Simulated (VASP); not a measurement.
# MnO (Fm-3m) in VASP: further runs

MnO is run at these levels: PBE; tasks: electric field gradients.

Everything below comes from runs of VASP 6.6.1. Logs are shortened: lines on timing, memory, paths and dates and some standing lists are left out, and cuts for length are marked.

## (1) The cell of the first run

The structure is cubic, space group Fm-3m (No. 225). The conventional cell has a = 4.444 Å, b = 4.444 Å, c = 4.444 Å, α = 90.00°, β = 90.00°, γ = 90.00°. Mn (site symmetry m-3m) has 6 O at 2.22 Å within 2.9 Å. Within 2.9 Å of O (site symmetry m-3m) lie 6 Mn at 2.22 Å.

## (2) Electric field gradients, PBE, collinear spin, ferromagnetic start

Contents of INCAR:

```
SYSTEM = MnO
PREC = Accurate
ENCUT = 520
EDIFF = 1E-8
ISMEAR = -1
SIGMA = 0.05
LREAL = .False.
LASPH = .True.
NELM = 150
ALGO = Normal
ISIF = 2
LWAVE = .False.
LCHARG = .False.
ISPIN = 2
MAGMOM = 4 0
LORBIT = 11
LMAXMIX = 4
GGA = PE
LEFG = .True.
NBANDS = 20
```

Contents of KPOINTS:

```
Automatic mesh
0
Gamma
  14 14 14
  0 0 0
```

Contents of POSCAR:

```
MnO
1.0
    0.0000000000      2.2220000000      2.2220000000
    2.2220000000      0.0000000000      2.2220000000
    2.2220000000      2.2220000000      0.0000000000
Mn O
1 1
Direct
    0.0000000000      0.0000000000      0.0000000000
    0.5000000000      0.5000000000      0.5000000000
```

Potentials or basis: VASP PAW PBE potentials, release 64 (Mn_pv, O).

Run with:

```console
$ cat potpaw_PBE.64/Mn_pv/POTCAR potpaw_PBE.64/O/POTCAR > POTCAR
$ mpirun -np 1 vasp_std > vasp.out
```

OUTCAR:

```text
SYSTEM = MnO
   PREC = Accurate
   ENCUT = 520
   EDIFF = 1E-8
   ISMEAR = -1
   LREAL = .False.
   LASPH = .True.
   NELM = 150
   ISIF = 2
   ISPIN = 2
   LORBIT = 11
   GGA = PE

 ion  position               nearest neighbor table
   1  0.000  0.000  0.000-   2 2.22   2 2.22   2 2.22   2 2.22   2 2.22   2 2.22
   2  0.500  0.500  0.500-   1 2.22   1 2.22   1 2.22   1 2.22   1 2.22   1 2.22

  LATTYP: Found a face centered cubic cell.
 ALAT       =     4.4440000000

  Lattice vectors:

 A1 = (   0.0000000000,   2.2220000000,   2.2220000000)
 A2 = (   2.2220000000,   0.0000000000,   2.2220000000)
 A3 = (   2.2220000000,   2.2220000000,   0.0000000000)

Analysis of symmetry for initial positions (statically):
=====================================================================
 Subroutine PRICEL returns:
 Original cell was already a primitive cell.

 Routine SETGRP: Setting up the symmetry group for a
 face centered cubic supercell.

 Subroutine GETGRP returns: Found 48 space group operations
 (whereof 48 operations were pure point group operations)
 out of a pool of 48 trial point group operations.

The static configuration has the point symmetry O_h .

Analysis of symmetry for dynamics (positions and initial velocities):
=====================================================================
 Subroutine PRICEL returns:
 Original cell was already a primitive cell.

 Routine SETGRP: Setting up the symmetry group for a
 face centered cubic supercell.

 Subroutine GETGRP returns: Found 48 space group operations
 (whereof 48 operations were pure point group operations)
 out of a pool of 48 trial point group operations.

The dynamic configuration has the point symmetry O_h .

Analysis of structural, dynamic, and magnetic symmetry:
=====================================================================
 Subroutine PRICEL returns:
 Original cell was already a primitive cell.

 Routine SETGRP: Setting up the symmetry group for a
 face centered cubic supercell.

 Subroutine GETGRP returns: Found 48 space group operations
 (whereof 48 operations were pure point group operations)
 out of a pool of 48 trial point group operations.

The overall configuration has the point symmetry O_h .

 Subroutine INISYM returns: Found 48 space group operations
 (whereof 48 operations are pure point group operations),
 and found     1 'primitive' translations

----------------------------------------------------------------------------------------

                                     Primitive cell

  volume of cell :      21.9413

  direct lattice vectors                    reciprocal lattice vectors
     0.000000000  2.222000000  2.222000000    -0.225022502  0.225022502  0.225022502
     2.222000000  0.000000000  2.222000000     0.225022502 -0.225022502  0.225022502
     2.222000000  2.222000000  0.000000000     0.225022502  0.225022502 -0.225022502

  length of vectors
     3.142382536  3.142382536  3.142382536     0.389750407  0.389750407  0.389750407

  position of ions in fractional coordinates (direct lattice)
     0.000000000  0.000000000  0.000000000
     0.500000000  0.500000000  0.500000000

  ion indices of the primitive-cell ions
   primitive index   ion index
                 1           1
                 2           2

----------------------------------------------------------------------------------------

 KPOINTS: Automatic mesh

Automatic generation of k-mesh.
 Grid dimensions read from file:
 generate k-points for:   14   14   14

 Generating k-lattice:

  Cartesian coordinates                     Fractional coordinates (reciprocal lattice)
    -0.016073036  0.016073036  0.016073036     0.071428571  0.000000000  0.000000000
     0.016073036 -0.016073036  0.016073036     0.000000000  0.071428571  0.000000000
[... 54 lines left out ...]
   LSORBIT =      F    spin-orbit coupling
   LASPH  =      T    aspherical Exc in radial PAW
   ENCUT  =  520.0 eV  38.22 Ry    6.18 a.u.   5.84  5.84  5.84*2*pi/ulx,y,z
   NELM   =    150;   NELMIN=  2; NELMDL= -5     # of ELM steps
   EDIFF  = 0.1E-07   stopping-criterion for ELM
   LREAL  =      F    real-space projection
   EDIFFG = 0.1E-06   stopping-criterion for IOM
   NSW    =      0    number of steps for IOM
   IBRION =     -1    ionic relax: 0-MD 1-quasi-New 2-CG
   NFREE  =      0    steps in history (QN), initial steepest desc. (CG)
   ISIF   =      2    stress and relaxation
   ISYM   =      2    0-nonsym 1-usesym 2-fastsym
   POTIM  = 0.5000    time-step for ionic-motion
   TEBEG  =    0.0;   TEEND  =   0.0 temperature during run
   PSTRESS=    0.0 pullay stress
   NELECT =      19.0000    total number of electrons
   NUPDOWN=      -1.0000    fix difference up-down
   EMIN   =  10.00;   EMAX   =-10.00  energy-range for DOS
   EFERMI =   0.00;   METHOD = LEGACY
   ISMEAR =    -1;   SIGMA  =   0.05  broadening in eV -4-tet -1-fermi 0-gaus
   EFERMI_NEDOS =   21; number of points for ismear=-14 and -15
   IALGO  =     38    algorithm
   IMIX   =      4    mixing-type and parameters
     AMIX     =   0.40;   BMIX     =  1.00
     AMIX_MAG =   1.60;   BMIX_MAG =  1.00
  volume/ion in A,a.u.               =      10.97        74.03
  Fermi-wavevector in a.u.,A,eV,Ry     =   1.560410  2.948747 33.128533  2.434878
  Thomas-Fermi vector in A             =   2.663626
   LORBIT       =     11    0 simple, 1 ext, 2 COOP (PROOUT), +10 PAW based schemes
   GGA     = PE    functional components
   LHFCALC =     F    Hartree Fock is set to
   AEXX    =    0.0000 exact exchange contribution
   IVDW    =     0    specifies the selected vdW correction
   LEPSILON=     F    determine dielectric tensor
   LRPA    =     F    only Hartree local field effects (RPA)
 spin polarized calculation
  energy-cutoff  :      520.00
  volume of cell :       21.94
 maximum number of plane-waves:       609
   NGX = 11   NGY = 11   NGZ = 11

 number of electron      18.9999992 magnetization       4.7564643

 Free energy of the ion-electron system (eV)
  ---------------------------------------------------
  ext. energy  EPLUGINS =         0.00000000
  ---------------------------------------------------
  free energy    TOTEN  =       -16.40634489 eV

  energy without entropy =      -16.39840602  energy(sigma->0) =      -16.40237546

 E-fermi :   7.5565     XC(G=0): -11.8715

 val. band max:        7.5554810563   @ k =  -0.2143   0.2857   0.0714
 cond. band min:       7.5580648441   @ k =   0.2857   0.2143   0.0000
 fundamental gap:      0.0025837878
 Fermi energy:         7.5565414615

 spin component 1

 k-point     1 :       0.0000    0.0000    0.0000
  band No.  band energies     occupation
      1     -42.8192      1.00000
      2     -42.8192      1.00000
      3     -42.8192      1.00000
      4     -12.7290      1.00000
      5       3.7986      1.00000
      6       3.7986      1.00000
[... 541 lines left out ...]
     19      29.7701      0.00000
     20      32.6184      0.00000

 [... further k-points ...]

 spin component 2

 k-point     1 :       0.0000    0.0000    0.0000
  band No.  band energies     occupation
      1     -38.1657      1.00000
      2     -38.1657      1.00000
      3     -38.1657      1.00000
      4     -12.2913      1.00000
      5       4.1808      1.00000
      6       4.1808      1.00000
[... 541 lines left out ...]
     19      31.2165      0.00000
     20      34.0835      0.00000

 [... further k-points ...]
[... 5 lines left out ...]
  --------------------------------------------------------------------------------------
  -------------------------------------------------------------------------------------
  Total       -0.0047251     -0.0047251     -0.0047251      0.0000000      0.0000000      0.0000000
  in kB       -0.3450331     -0.3450331     -0.3450331      0.0000000      0.0000000      0.0000000
  external PRESSURE =      -0.3450331 kB  Pullay stress =       0.0000000 kB

 VOLUME and BASIS-vectors are now :
 -----------------------------------------------------------------------------
  energy-cutoff  :      520.00
  volume of cell :       21.94
      direct lattice vectors                 reciprocal lattice vectors
     0.000000000  2.222000000  2.222000000    -0.225022502  0.225022502  0.225022502
     2.222000000  0.000000000  2.222000000     0.225022502 -0.225022502  0.225022502
     2.222000000  2.222000000  0.000000000     0.225022502  0.225022502 -0.225022502

 POSITION                                       TOTAL-FORCE (eV/Angst)
 -----------------------------------------------------------------------------------
      0.00000      0.00000      0.00000         0.000000      0.000000     -0.000000
      2.22200      2.22200      2.22200        -0.000000     -0.000000      0.000000
 -----------------------------------------------------------------------------------
    total drift:                                0.000000     -0.000000     -0.000000

  FREE ENERGIE OF THE ION-ELECTRON SYSTEM (eV)
  ---------------------------------------------------
  free  energy   TOTEN  =       -16.4063448924 eV

  energy  without entropy=      -16.3984060217  energy(sigma->0) =      -16.40237546

 Electric field gradients (V/A^2)
---------------------------------------------------------------------
 ion       V_xx      V_yy      V_zz      V_xy      V_xz      V_yz
---------------------------------------------------------------------
   1      -0.000    -0.000     0.000     0.004     0.004     0.004
   2      -0.000    -0.000     0.000     0.000     0.000     0.000
---------------------------------------------------------------------

 Electric field gradients after diagonalization (V/A^2)
 (convention: |V_zz| > |V_xx| > |V_yy|)
----------------------------------------------------------------------
 ion       V_xx      V_yy      V_zz     asymmetry (V_yy - V_xx)/ V_zz
----------------------------------------------------------------------
   1      -0.004    -0.004     0.007       0.000
   2      -0.000    -0.000     0.000       0.000
----------------------------------------------------------------------

           NMR quadrupolar parameters

 Cq : quadrupolar parameter    Cq=e*Q*V_zz/h
 eta: asymmetry parameters     (V_yy - V_xx)/ V_zz
 Q  : nuclear electric quadrupole moment in mb (millibarn)
----------------------------------------------------------------------
 ion       Cq(MHz)       eta       Q (mb)
----------------------------------------------------------------------
   1       0.000       0.000       1.000
   2       0.000       0.000       1.000
----------------------------------------------------------------------

 total charge

# of ion       s       p       d       tot
------------------------------------------
    1        0.203   6.176   4.976  11.355
    2        1.561   3.414   0.000   4.975
--------------------------------------------------
tot          1.765   9.590   4.976  16.331

 magnetization (x)

# of ion       s       p       d       tot
------------------------------------------
    1        0.034   0.026   4.261   4.321
    2        0.030   0.169   0.000   0.200
--------------------------------------------------
tot          0.065   0.195   4.261   4.521
```

Run time: 60 s. Hardware: 1 thread of Intel Xeon 6975P-C, shared host; peak memory 0.2 GiB.

What came out:

```yaml
Free_energy: -16.4063 eV
Pressure: 0.0 GPa
Net_moment: 4.76 μB per cell
Site_moments: Mn +4.32; O +0.20 μB
Valence_electrons_inside_the_program's_atomic_spheres: Mn 11.36; O 4.97
```

Caveat: without QUAD_EFG the Cq values of the log hold for a quadrupole moment of 1 mb, not for the nuclei; a cell with one magnetic atom can't hold antiferromagnetic order, which such compounds often take; semilocal functionals often make such compounds metallic where correlation or magnetic order opens a gap, which also shifts bond lengths.

## (3) Electric field gradients, PBE, collinear spin, ferromagnetic start

Contents of INCAR:

```
PREC = Accurate
ENCUT = 520
EDIFF = 1E-8
ISMEAR = -1
SIGMA = 0.05
LREAL = F
LASPH = T
NELM = 150
ALGO = Normal
ISIF = 2
LWAVE = F
LCHARG = F
ISPIN = 2
MAGMOM = 4 0
LORBIT = 11
LMAXMIX = 4
GGA = PE
LEFG = T
NBANDS = 20
```

Contents of KPOINTS:

```
Automatic mesh
0
Gamma
  14 14 14
```

POSCAR is that of step 2.

Potentials or basis: VASP PAW PBE potentials, release 64 (Mn_pv, O).

Run with:

```console
$ cat potpaw_PBE.64/Mn_pv/POTCAR potpaw_PBE.64/O/POTCAR > POTCAR
$ mpirun -np 1 vasp_std > vasp.out
```

OUTCAR:

```text
PREC = Accurate
   ENCUT = 520
   EDIFF = 1E-8
   ISMEAR = -1
   LREAL = F
   LASPH = T
   NELM = 150
   ISIF = 2
   ISPIN = 2
   LORBIT = 11
   GGA = PE

 ion  position               nearest neighbor table
   1  0.000  0.000  0.000-   2 2.22   2 2.22   2 2.22   2 2.22   2 2.22   2 2.22
   2  0.500  0.500  0.500-   1 2.22   1 2.22   1 2.22   1 2.22   1 2.22   1 2.22

  LATTYP: Found a face centered cubic cell.
 ALAT       =     4.4440000000

  Lattice vectors:

[... 1348 lines left out ...]
---------------------------------------------------------------------

 Electric field gradients after diagonalization (V/A^2)
 (convention: |V_zz| > |V_xx| > |V_yy|)
----------------------------------------------------------------------
 ion       V_xx      V_yy      V_zz     asymmetry (V_yy - V_xx)/ V_zz
----------------------------------------------------------------------
   1      -0.004    -0.004     0.007       0.000
   2      -0.000    -0.000     0.000       0.000
----------------------------------------------------------------------

           NMR quadrupolar parameters

 Cq : quadrupolar parameter    Cq=e*Q*V_zz/h
 eta: asymmetry parameters     (V_yy - V_xx)/ V_zz
 Q  : nuclear electric quadrupole moment in mb (millibarn)
----------------------------------------------------------------------
 ion       Cq(MHz)       eta       Q (mb)
----------------------------------------------------------------------
   1       0.000       0.000       1.000
   2       0.000       0.000       1.000
----------------------------------------------------------------------

 total charge

# of ion       s       p       d       tot
------------------------------------------
    1        0.203   6.176   4.976  11.355
    2        1.561   3.414   0.000   4.975
--------------------------------------------------
tot          1.765   9.590   4.976  16.331

 magnetization (x)

# of ion       s       p       d       tot
------------------------------------------
    1        0.034   0.026   4.261   4.321
    2        0.030   0.169   0.000   0.200
--------------------------------------------------
tot          0.065   0.195   4.261   4.521
```

OSZICAR:

```text
N       E                     dE             d eps       ncg     rms          rms(c)
DAV:   1     0.170071066703E+03    0.17007E+03   -0.10402E+04  8352   0.112E+03
DAV:   2    -0.102542193909E+02   -0.18033E+03   -0.16814E+03  8560   0.327E+02
DAV:   3    -0.186609888655E+02   -0.84068E+01   -0.83095E+01  9464   0.764E+01
DAV:   4    -0.187236151424E+02   -0.62626E-01   -0.62613E-01  9464   0.679E+00
DAV:   5    -0.187241682854E+02   -0.55314E-03   -0.55313E-03  9420   0.638E-01    0.138E+01
DAV:   6    -0.167214799700E+02    0.20027E+01   -0.97888E+00 11352   0.343E+01    0.132E+01
DAV:   7    -0.164179595063E+02    0.30352E+00   -0.12743E+00  9532   0.162E+01    0.785E+00
DAV:   8    -0.164174856794E+02    0.47383E-03   -0.11689E-01  9184   0.254E+00    0.468E+00
DAV:   9    -0.164037027860E+02    0.13783E-01   -0.38405E-02  8732   0.208E+00    0.117E+00
DAV:  10    -0.164058606123E+02   -0.21578E-02   -0.73657E-03  9076   0.996E-01    0.259E-01
DAV:  11    -0.164062619303E+02   -0.40132E-03   -0.10923E-03  9564   0.312E-01    0.111E-01
DAV:  12    -0.164063272916E+02   -0.65361E-04   -0.56417E-05  9156   0.936E-02    0.324E-02
DAV:  13    -0.164063376699E+02   -0.10378E-04   -0.10314E-05  9476   0.279E-02    0.314E-02
DAV:  14    -0.164063449853E+02   -0.73155E-05   -0.52257E-06  9176   0.188E-02    0.655E-03
DAV:  15    -0.164063449217E+02    0.63635E-07   -0.28835E-07  9580   0.494E-03    0.237E-03
DAV:  16    -0.164063448929E+02    0.28801E-07   -0.47066E-08  9272   0.173E-03    0.159E-03
DAV:  17    -0.164063448924E+02    0.49704E-09   -0.20001E-08  8872   0.140E-03
   1 F= -.16406345E+02 E0= -.16402375E+02  d E =-.793887E-02  mag=     4.7565
```

stdout:

```text
POSCAR found type information on POSCAR MnO
 POSCAR found :  2 types and       2 ions
 scaLAPACK will be used
 LDA part: xc-table for (Slater+PW92), standard interpolation
 POSCAR, INCAR and KPOINTS ok, starting setup
 FFT: planning ... GRIDC
 FFT: planning ... GRID_SOFT
 FFT: planning ... GRID
 WAVECAR not read
 entering main loop
ion   1

ion   2
```

It took 58 s on 1 thread of Intel Xeon 6975P-C, shared host; peak memory 0.2 GiB.

What came out:

```
Free energy                                           : -16.4063 eV
Pressure                                              : 0.0 GPa
Net moment                                            : 4.76 μB per cell
Site moments                                          : Mn +4.32; O +0.20 μB
Valence electrons inside the program's atomic spheres : Mn 11.36; O 4.97
```

Levels at points of the mesh, in eV from the Fermi level:
Spin up:
| k point | band 9 | band 10 | band 11 | band 12 | band 13 | band 14 | band 15 | band 16 |
| --- | --- | --- | --- | --- | --- | --- | --- | --- |
| (0.00, 0.00, 0.00) | -3.22 | -3.22 | -2.69 | -2.69 | -0.52 | 13.98 | 16.34 | 16.34 |
| (0.50, 0.00, 0.00) | -2.33 | -1.89 | 0.20 | 0.20 | 3.48 | 7.74 | 11.89 | 11.89 |
| (0.50, 0.50, 0.00) | -2.27 | -2.05 | -2.05 | -1.92 | 5.03 | 7.82 | 10.41 | 13.66 |
Spin down:
```tsv
k point	band 5	band 6	band 7	band 8	band 9	band 10
(0.00, 0.00, 0.00)	-3.38	-3.38	-3.38	0.73	0.73	0.73
(0.50, 0.00, 0.00)	-7.38	-4.86	-4.86	1.91	1.96	1.96
(0.50, 0.50, 0.00)	-6.43	-4.35	-4.35	-0.85	1.94	2.14
```

Caveat: without QUAD_EFG the Cq values of the log hold for a quadrupole moment of 1 mb, not for the nuclei; a cell with one magnetic atom can't hold antiferromagnetic order, which such compounds often take; semilocal functionals often make such compounds metallic where correlation or magnetic order opens a gap, which also shifts bond lengths. With open d or f shells a metallic result of PBE can be an artefact of self-interaction; +U or a hybrid may open a gap.
